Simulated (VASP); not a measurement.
Here is a VASP 6.6.1 calculation.

The input INCAR:

```
SYSTEM = AlN
ALGO = Normal
EDIFF = 1E-6
ENCUT = 520
GGA = PE
ISIF = 2
ISMEAR = 0
LASPH = .TRUE.
LCHARG = .FALSE.
LREAL = .FALSE.
LWAVE = .FALSE.
NBANDS = 26
NELM = 60
PREC = Accurate
SIGMA = 0.05
```

Contents of KPOINTS:

```
k-points
0
G
  8 8 3
  0 0 0
```

The input POSCAR:

```
AlN
1.0
   -3.1110021516      0.0000000000      0.0000000000
   -1.5555010758     -2.6942068945      0.0000000000
    0.0000000000      0.0000000000     10.9560000000
Al N
4 4
Direct
    0.3333333333      0.3333333333      0.8212609529
    0.3333333333      0.3333333333      0.3668980467
    0.6666666667      0.6666666667      0.1397165936
    0.6666666667      0.6666666667      0.5940794998
    0.3333333333      0.3333333333      0.0874648594
    0.3333333333      0.3333333333      0.5418277656
    0.6666666667      0.6666666667      0.3146463125
    0.6666666667      0.6666666667      0.7690092187
```

Potentials or basis: VASP PAW PBE potentials, release 64 (Al, N).

The run is started by

```bash
$ cat potpaw_PBE.64/Al/POTCAR potpaw_PBE.64/N/POTCAR > POTCAR
$ mpirun -np 1 vasp_std > vasp.out
```

Q: Estimate the largest force.

A: 1.835 eV/Å.

Q: Estimate the pressure.

A: -0.9 GPa.

Stress tensor (GPa, compression positive):
```
 2.94  0.00  0.00
 0.00  2.94  0.00
 0.00  0.00 -8.60
```

Caveat: the cell differs from its parent crystal (the distance across one plane changed); forces of over 1 eV/Å act on the atoms, so gaps and moduli don't describe the material at rest.
